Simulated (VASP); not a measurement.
# B4C3 (P-43m) in VASP: notebook

B4C3 is run at these levels: PBE; tasks: single point, relaxation of cell and atoms.

All numbers are computed with VASP 6.6.1; they aren't measurements. Logs are shortened: lines on timing, memory, paths and dates and some standing lists are left out, and cuts for length are marked.

**1. The cell of the first run**

Symmetry: P-43m, No. 215, cubic system. Conventional cell: a = 3.633 Å, b = 3.633 Å, c = 3.633 Å, α = 90.00°, β = 90.00°, γ = 90.00°. B (site symmetry 3m) has 3 C at 1.56 Å within 2.1 Å. Within 2.1 Å of C (site symmetry -42m) lie 4 B at 1.56 Å.

The cell was built from a structure type or drawn by symmetry, and may not be a known phase.

**2. Single point, PBE**

File INCAR:

```
PREC     = Accurate       # precision mode
ENCUT    = 520            # plane-wave cutoff, eV
EDIFF    = 1E-6           # SCF threshold, eV
ISMEAR   = 0              # smearing method
SIGMA    = 0.1            # smearing width, eV
LREAL    = F              # projectors in reciprocal space
LASPH    = T              # aspherical terms in the spheres
NELM     = 100            # most SCF steps
ALGO     = Normal         # electronic algorithm
ISIF     = 2              # what is computed and relaxed
LWAVE    = F              # write WAVECAR
LCHARG   = T              # write CHGCAR
GGA      = PE             # functional
LELF     = T              # ELF
LVHAR    = T            
NBANDS   = 21             # bands
```

File KPOINTS:

```
Automatic mesh
0
Gamma
  6 6 6
```

File POSCAR:

```
B4C3
1.0
    3.6330049900      0.0000000000      0.0000000000
    0.0000000000      3.6330049900      0.0000000000
    0.0000000000      0.0000000000      3.6330049900
B C
4 3
Direct
    0.2456870000      0.2456870000      0.7543130000
    0.7543130000      0.7543130000      0.7543130000
    0.2456870000      0.7543130000      0.2456870000
    0.7543130000      0.2456870000      0.2456870000
    0.0000000000      0.0000000000      0.5000000000
    0.5000000000      0.0000000000      0.0000000000
    0.0000000000      0.5000000000      0.0000000000
```

Potentials or basis: VASP PAW PBE potentials, release 64 (B, C).

Run with:

```bash
cat potpaw_PBE.64/B/POTCAR potpaw_PBE.64/C/POTCAR > POTCAR
mpirun -np 1 vasp_std > vasp.out
```

OUTCAR:

```text
PREC = Accurate
   ENCUT = 520
   EDIFF = 1E-6
   ISMEAR = 0
   LREAL = F
   LASPH = T
   NELM = 100
   ISIF = 2
   GGA = PE

 ion  position               nearest neighbor table
   1  0.246  0.246  0.754-   5 1.56   6 1.56   7 1.56
   2  0.754  0.754  0.754-   5 1.56   6 1.56   7 1.56
   3  0.246  0.754  0.246-   5 1.56   6 1.56   7 1.56
   4  0.754  0.246  0.246-   5 1.56   6 1.56   7 1.56
   5  0.000  0.000  0.500-   1 1.56   2 1.56   3 1.56   4 1.56
   6  0.500  0.000  0.000-   1 1.56   2 1.56   3 1.56   4 1.56
   7  0.000  0.500  0.000-   1 1.56   2 1.56   3 1.56   4 1.56

  LATTYP: Found a simple cubic cell.
 ALAT       =     3.6330049900

  Lattice vectors:

 A1 = (   3.6330049900,   0.0000000000,   0.0000000000)
 A2 = (   0.0000000000,   3.6330049900,   0.0000000000)
 A3 = (   0.0000000000,   0.0000000000,   3.6330049900)

Analysis of symmetry for initial positions (statically):
=====================================================================
 Subroutine PRICEL returns:
 Original cell was already a primitive cell.

 Routine SETGRP: Setting up the symmetry group for a
 simple cubic supercell.

 Subroutine GETGRP returns: Found 24 space group operations
 (whereof 24 operations were pure point group operations)
 out of a pool of 48 trial point group operations.

The static configuration has the point symmetry T_d .

Analysis of symmetry for dynamics (positions and initial velocities):
=====================================================================
 Subroutine PRICEL returns:
 Original cell was already a primitive cell.

 Routine SETGRP: Setting up the symmetry group for a
 simple cubic supercell.

 Subroutine GETGRP returns: Found 24 space group operations
 (whereof 24 operations were pure point group operations)
 out of a pool of 48 trial point group operations.

The dynamic configuration has the point symmetry T_d .

 Subroutine INISYM returns: Found 24 space group operations
 (whereof 24 operations are pure point group operations),
 and found     1 'primitive' translations

----------------------------------------------------------------------------------------

                                     Primitive cell

  volume of cell :      47.9510

  direct lattice vectors                    reciprocal lattice vectors
     3.633004990  0.000000000  0.000000000     0.275254232  0.000000000  0.000000000
     0.000000000  3.633004990  0.000000000     0.000000000  0.275254232  0.000000000
     0.000000000  0.000000000  3.633004990     0.000000000  0.000000000  0.275254232

  length of vectors
     3.633004990  3.633004990  3.633004990     0.275254232  0.275254232  0.275254232

  position of ions in fractional coordinates (direct lattice)
     0.245687000  0.245687000  0.754313000
     0.754313000  0.754313000  0.754313000
     0.245687000  0.754313000  0.245687000
     0.754313000  0.245687000  0.245687000
     0.000000000  0.000000000  0.500000000
     0.500000000  0.000000000  0.000000000
     0.000000000  0.500000000  0.000000000

  ion indices of the primitive-cell ions
   primitive index   ion index
                 1           1
                 2           2
                 3           3
                 4           4
                 5           5
                 6           6
                 7           7

----------------------------------------------------------------------------------------

 KPOINTS: Automatic mesh

Automatic generation of k-mesh.
 Grid dimensions read from file:
 generate k-points for:    6    6    6

 Generating k-lattice:

  Cartesian coordinates                     Fractional coordinates (reciprocal lattice)
     0.045875705  0.000000000  0.000000000     0.166666667  0.000000000  0.000000000
     0.000000000  0.045875705  0.000000000     0.000000000  0.166666667  0.000000000
     0.000000000  0.000000000  0.045875705     0.000000000  0.000000000  0.166666667

  Length of vectors
     0.045875705  0.045875705  0.045875705

  Shift w.r.t. Gamma in fractional coordinates (k-lattice)
     0.000000000  0.000000000  0.000000000

 Subroutine IBZKPT returns following result:
 ===========================================

 Found     20 irreducible k-points:

 Following reciprocal coordinates:
            Coordinates               Weight
  0.000000  0.000000  0.000000      1.000000
  0.166667  0.000000  0.000000      6.000000
  0.333333  0.000000  0.000000      6.000000
  0.500000  0.000000  0.000000      3.000000
  0.166667  0.166667  0.000000     12.000000
  0.333333  0.166667  0.000000     24.000000
[... 12 lines left out ...]
  0.500000  0.500000  0.333333      6.000000
  0.500000  0.500000  0.500000      1.000000
   k-points           NKPTS =     20   k-points in BZ     NKDIM =     20   number of bands    NBANDS=     21
   number of dos      NEDOS =    301   number of ions     NIONS =      7
   total plane-waves  NPLWV =  21952
   dimension x,y,z NGX =    28 NGY =   28 NGZ =   28
   dimension x,y,z NGXF=    56 NGYF=   56 NGZF=   56
   ions per type =               4   3
   NGX,Y,Z   is equivalent  to a cutoff of  12.81, 12.81, 12.81 a.u.
   NGXF,Y,Z  is equivalent  to a cutoff of  25.63, 25.63, 25.63 a.u.
 SYSTEM =  unknown system
   PREC   = accura    normal or accurate (medium, high low for compatibility)
   ISTART =      0    job   : 0-new  1-cont  2-samecut
   ICHARG =      2    charge: 1-file 2-atom 10-const
   ISPIN  =      1    spin polarized calculation?
   LNONCOLLINEAR =      F non collinear calculations
   LSORBIT =      F    spin-orbit coupling
   LASPH  =      T    aspherical Exc in radial PAW
   ENCUT  =  520.0 eV  38.22 Ry    6.18 a.u.   6.75  6.75  6.75*2*pi/ulx,y,z
   NELM   =    100;   NELMIN=  2; NELMDL= -5     # of ELM steps
   EDIFF  = 0.1E-05   stopping-criterion for ELM
   LREAL  =      F    real-space projection
   EDIFFG = 0.1E-04   stopping-criterion for IOM
   NSW    =      0    number of steps for IOM
   IBRION =     -1    ionic relax: 0-MD 1-quasi-New 2-CG
   NFREE  =      0    steps in history (QN), initial steepest desc. (CG)
   ISIF   =      2    stress and relaxation
   ISYM   =      2    0-nonsym 1-usesym 2-fastsym
   POTIM  = 0.5000    time-step for ionic-motion
   TEBEG  =    0.0;   TEEND  =   0.0 temperature during run
   PSTRESS=    0.0 pullay stress
   NELECT =      24.0000    total number of electrons
   NUPDOWN=      -1.0000    fix difference up-down
   EMIN   =  10.00;   EMAX   =-10.00  energy-range for DOS
   EFERMI =   0.00;   METHOD = LEGACY
   ISMEAR =     0;   SIGMA  =   0.10  broadening in eV -4-tet -1-fermi 0-gaus
   EFERMI_NEDOS =   21; number of points for ismear=-14 and -15
   IALGO  =     38    algorithm
   IMIX   =      4    mixing-type and parameters
     AMIX     =   0.40;   BMIX     =  1.00
     AMIX_MAG =   1.60;   BMIX_MAG =  1.00
  volume/ion in A,a.u.               =       6.85        46.23
  Fermi-wavevector in a.u.,A,eV,Ry     =   1.299808  2.456281 22.987059  1.689501
  Thomas-Fermi vector in A             =   2.431048
   LORBIT       =      0    0 simple, 1 ext, 2 COOP (PROOUT), +10 PAW based schemes
   GGA     = PE    functional components
   LHFCALC =     F    Hartree Fock is set to
   AEXX    =    0.0000 exact exchange contribution
   IVDW    =     0    specifies the selected vdW correction
   LEPSILON=     F    determine dielectric tensor
   LRPA    =     F    only Hartree local field effects (RPA)
 non-spin polarized calculation
 Gauss-broadening in eV      SIGMA  =   0.10
  energy-cutoff  :      520.00
  volume of cell :       47.95
 maximum number of plane-waves:      1328
 NGX is ok and might be reduce to    28
   NGX = 13   NGY = 13   NGZ = 13

 number of electron      23.9999997 magnetization

 Free energy of the ion-electron system (eV)
  ---------------------------------------------------
  ext. energy  EPLUGINS =         0.00000000
  ---------------------------------------------------
  free energy    TOTEN  =       -49.62467032 eV

  energy without entropy =      -49.60683518  energy(sigma->0) =      -49.61575275

 E-fermi :   5.5944     XC(G=0): -12.0563

 val. band max:        5.5666966634   @ k =   0.5000   0.3333   0.1667
 cond. band min:       5.6198450042   @ k =   0.5000   0.5000   0.3333
 fundamental gap:      0.0531483408
 Fermi energy:         5.5944103404

 k-point     1 :       0.0000    0.0000    0.0000
  band No.  band energies     occupation
      1     -10.7379      2.00000
      2      -4.3147      2.00000
      3      -4.3147      2.00000
      4      -1.1076      2.00000
      5      -1.1076      2.00000
      6      -1.1076      2.00000
[... 13 lines left out ...]
     20      15.2029      0.00000
     21      15.2029      0.00000

 k-point     2 :       0.1667    0.0000    0.0000
  band No.  band energies     occupation
      1     -10.5129      2.00000
      2      -5.2752      2.00000
      3      -4.1799      2.00000
      4      -0.9366      2.00000
      5      -0.9366      2.00000
      6      -0.6211      2.00000
[... 13 lines left out ...]
     20      16.1159      0.00000
     21      16.1159      0.00000

 k-point     3 :       0.3333    0.0000    0.0000
  band No.  band energies     occupation
      1      -9.8705      2.00000
      2      -6.8920      2.00000
      3      -3.8668      2.00000
      4      -0.4895      2.00000
      5      -0.4895      2.00000
      6       0.2770      2.00000
[... 13 lines left out ...]
     20      17.7080      0.00000
     21      18.3143      0.00000
[... 361 lines left out ...]
 k-point    19 :       0.5000    0.5000    0.3333
  band No.  band energies     occupation
      1      -6.6177      2.00000
      2      -6.4210      2.00000
      3      -6.4210      2.00000
      4      -3.0950      2.00000
      5      -2.7879      2.00000
      6      -1.8338      2.00000
[... 13 lines left out ...]
     20      18.4279      0.00000
     21      18.8764      0.00000

 k-point    20 :       0.5000    0.5000    0.5000
  band No.  band energies     occupation
      1      -6.1384      2.00000
      2      -6.1384      2.00000
      3      -6.1384      2.00000
      4      -3.9973      2.00000
      5      -2.5365      2.00000
      6      -2.5365      2.00000
[... 13 lines left out ...]
     20      18.5643      0.00000
     21      18.5643      0.00000

------------------------ aborting loop because EDIFF is reached ----------------------------------------

  FORCE on cell =-STRESS in cart. coord.  units (eV):
  Direction    XX          YY          ZZ          XY          YZ          ZX
  --------------------------------------------------------------------------------------
  -------------------------------------------------------------------------------------
  Total        7.3665264      7.3665264      7.3665264      0.0000000      0.0000000     -0.0000000
  in kB      246.1361203    246.1361203    246.1361203      0.0000000      0.0000000     -0.0000000
  external PRESSURE =     246.1361203 kB  Pullay stress =       0.0000000 kB

 VOLUME and BASIS-vectors are now :
 -----------------------------------------------------------------------------
  energy-cutoff  :      520.00
  volume of cell :       47.95
      direct lattice vectors                 reciprocal lattice vectors
     3.633004990  0.000000000  0.000000000     0.275254232  0.000000000  0.000000000
     0.000000000  3.633004990  0.000000000     0.000000000  0.275254232  0.000000000
     0.000000000  0.000000000  3.633004990     0.000000000  0.000000000  0.275254232

 POSITION                                       TOTAL-FORCE (eV/Angst)
 -----------------------------------------------------------------------------------
      0.89258      0.89258      2.74042        -1.150094     -1.150094      1.150094
      2.74042      2.74042      2.74042         1.150094      1.150094      1.150094
      0.89258      2.74042      0.89258        -1.150094      1.150094     -1.150094
      2.74042      0.89258      0.89258         1.150094     -1.150094     -1.150094
      0.00000      0.00000      1.81650         0.000000      0.000000      0.000000
      1.81650      0.00000      0.00000         0.000000      0.000000      0.000000
      0.00000      1.81650      0.00000         0.000000      0.000000      0.000000
 -----------------------------------------------------------------------------------
    total drift:                               -0.000000     -0.000000      0.000000

  FREE ENERGIE OF THE ION-ELECTRON SYSTEM (eV)
  ---------------------------------------------------
  free  energy   TOTEN  =       -49.6246703245 eV

  energy  without entropy=      -49.6068351791  energy(sigma->0) =      -49.61575275
```

Run time: 8.9 s. Hardware: 1 thread of Intel Xeon 6975P-C (Granite Rapids), shared host; peak memory 0.15 GiB.

What came out:

```yaml
Free_energy: -49.6247 eV
Pressure: 24.6 GPa
Largest_force: 1.992 eV/Å
Band_gap_on_the_k_mesh: zero (bands 12 and 13 overlap by 1.20 eV)
```

Forces on the atoms (eV/Å):
```
B   -1.150 -1.150  1.150
B    1.150  1.150  1.150
B   -1.150  1.150 -1.150
B    1.150 -1.150 -1.150
C    0.000  0.000  0.000
C    0.000  0.000  0.000
C    0.000  0.000  0.000
```

Levels at points of the mesh, in eV from the Fermi level:
```csv
k point,band 10,band 11,band 12,band 13,band 14,band 15
"(0.00, 0.00, 0.00)",-2.91,-0.33,-0.33,-0.33,7.38,7.38
"(0.50, 0.00, 0.00)",-3.86,-0.80,-0.80,1.71,3.51,5.01
"(0.50, 0.50, 0.00)",-3.58,-0.05,0.16,0.51,2.71,5.51
"(0.50, 0.50, 0.50)",0.43,0.64,0.64,0.64,6.71,6.71
```

Caveat: the cell stands under pressure; forces of over 1 eV/Å act on the atoms, so gaps and moduli don't describe the material at rest.

**3. Single point, PBE**

This run uses another cell than the first one, of 8.19 Å³/atom.

File INCAR:

```
PREC = Accurate
ENCUT = 520
EDIFF = 1E-6
ISMEAR = 0
SIGMA = 0.1
LREAL = F
LASPH = T
NELM = 100
ALGO = Normal
ISIF = 2
LWAVE = F
LCHARG = F
GGA = PE
NBANDS = 21
```

File KPOINTS:

```
regular mesh
0
Gamma
  6 6 6
```

File POSCAR:

```
B4C3
1.0
    3.8552066452      0.0000000000      0.0000000000
    0.0000000000      3.8552066452      0.0000000000
    0.0000000000      0.0000000000      3.8552066452
B C
4 3
Direct
    0.2000037943      0.2000037943      0.7999962057
    0.7999962057      0.7999962057      0.7999962057
    0.2000037943      0.7999962057      0.2000037943
    0.7999962057      0.2000037943      0.2000037943
    0.0000000000      0.0000000000      0.5000000000
    0.5000000000      0.0000000000      0.0000000000
    0.0000000000      0.5000000000      0.0000000000
```

Potentials or basis: VASP PAW PBE potentials, release 64 (B, C).

Run with:

```bash
cat potpaw_PBE.64/B/POTCAR potpaw_PBE.64/C/POTCAR > POTCAR
mpirun -np 1 vasp_std > vasp.out
```

Wall time 12 s (1 thread of Intel Xeon 6975P-C (Granite Rapids), shared host); peak memory 0.16 GiB.

Results (log left out):

```
Free energy            : -52.2747 eV
Pressure               : 0.4 GPa
Largest force          : 0.023 eV/Å
Band gap on the k mesh : zero (bands 12 and 13 overlap by 2.30 eV)
```

Forces in eV/Å, atoms in the order of the input:
```
B   -0.013 -0.013  0.013
B    0.013  0.013  0.013
B   -0.013  0.013 -0.013
B    0.013 -0.013 -0.013
C    0.000  0.000  0.000
C    0.000  0.000  0.000
C    0.000  0.000  0.000
```

Levels at points of the mesh, in eV from the Fermi level:
```csv
k point,band 10,band 11,band 12,band 13,band 14,band 15
"(0.00, 0.00, 0.00)",-2.48,-1.59,-1.59,-1.59,6.52,7.12
"(0.50, 0.00, 0.00)",-3.45,-1.51,-1.51,0.70,4.16,6.47
"(0.50, 0.50, 0.00)",-2.73,-2.73,0.69,1.79,3.49,6.06
"(0.50, 0.50, 0.50)",-0.59,0.69,0.69,0.69,6.92,6.92
```

**4. Single point, PBE, collinear spin**

This run uses another cell than the first one, of 8.19 Å³/atom.

File INCAR:

```
ALGO     = Normal         # electronic algorithm
EDIFF    = 1E-6           # SCF threshold, eV
ENCUT    = 520            # plane-wave cutoff, eV
GGA      = PE             # functional
ISIF     = 2              # what is computed and relaxed
ISMEAR   = 0              # smearing method
ISPIN    = 2              # spin polarisation
LASPH    = True           # aspherical terms in the spheres
LCHARG   = False          # write CHGCAR
LORBIT   = 11             # projections on sites
LREAL    = False          # projectors in reciprocal space
LWAVE    = False          # write WAVECAR
MAGMOM   = 0 0 0 0 1 1 1  # initial moments
NBANDS   = 25             # bands
NELM     = 150            # most SCF steps
PREC     = Accurate       # precision mode
SIGMA    = 0.1            # smearing width, eV
```

File KPOINTS:

```
k-points
0
Gamma
  4 4 4
```

POSCAR is that of step 3.

Run with:

```bash
cat potpaw_PBE.64/B/POTCAR potpaw_PBE.64/C/POTCAR > POTCAR
mpirun -np 1 vasp_std > vasp.out
```

Run time: 18 s. Hardware: 1 thread of Intel Xeon 6975P-C (Granite Rapids), shared host; peak memory 0.18 GiB.

It converged, with:

| Item | Value |
| --- | --- |
| Free energy | -52.2877 eV |
| Pressure | 0.7 GPa |
| Largest force | 0.228 eV/Å |
| Band gap on the k mesh | zero (filled and empty bands overlap) |
| Net moment | 0.00 μB per cell |
| Valence electrons inside the program's atomic spheres | B 1.96; C 2.60 |

Forces on the atoms (eV/Å):
```
B    0.132  0.132 -0.132
B   -0.132 -0.132 -0.132
B    0.132 -0.132  0.132
B   -0.132  0.132  0.132
C    0.000  0.000  0.000
C    0.000  0.000  0.000
C    0.000  0.000  0.000
```

Levels at points of the mesh, in eV from the Fermi level:
Spin up:
```tsv
k point	band 8	band 9	band 10	band 11	band 12	band 13	band 14	band 15	band 16	band 17
(0.00, 0.00, 0.00)	-2.00	-2.00	-2.00	-1.12	-1.12	-1.12	6.97	7.58	7.58	7.58
(0.50, 0.00, 0.00)	-3.33	-3.08	-2.98	-1.03	-1.03	1.14	4.61	6.91	6.91	7.62
(0.50, 0.50, 0.00)	-3.33	-2.29	-2.25	-2.25	1.18	2.22	3.93	6.49	6.49	9.41
(0.50, 0.50, 0.50)	-2.15	-2.15	-0.16	1.17	1.17	1.17	7.35	7.35	7.35	9.60
```
Spin down:
| k point | band 10 | band 11 | band 12 | band 13 | band 14 | band 15 |
| --- | --- | --- | --- | --- | --- | --- |
| (0.00, 0.00, 0.00) | -2.00 | -1.12 | -1.12 | -1.12 | 6.97 | 7.58 |
| (0.50, 0.00, 0.00) | -2.99 | -1.03 | -1.03 | 1.14 | 4.61 | 6.91 |
| (0.50, 0.50, 0.00) | -2.25 | -2.25 | 1.18 | 2.22 | 3.93 | 6.49 |
| (0.50, 0.50, 0.50) | -0.16 | 1.17 | 1.17 | 1.17 | 7.35 | 7.35 |

Caveat: the k points lie up to 0.41 Å⁻¹ apart, too coarse for converged energies and pressures of a metal.

(Part 1 of 2 ends here.)
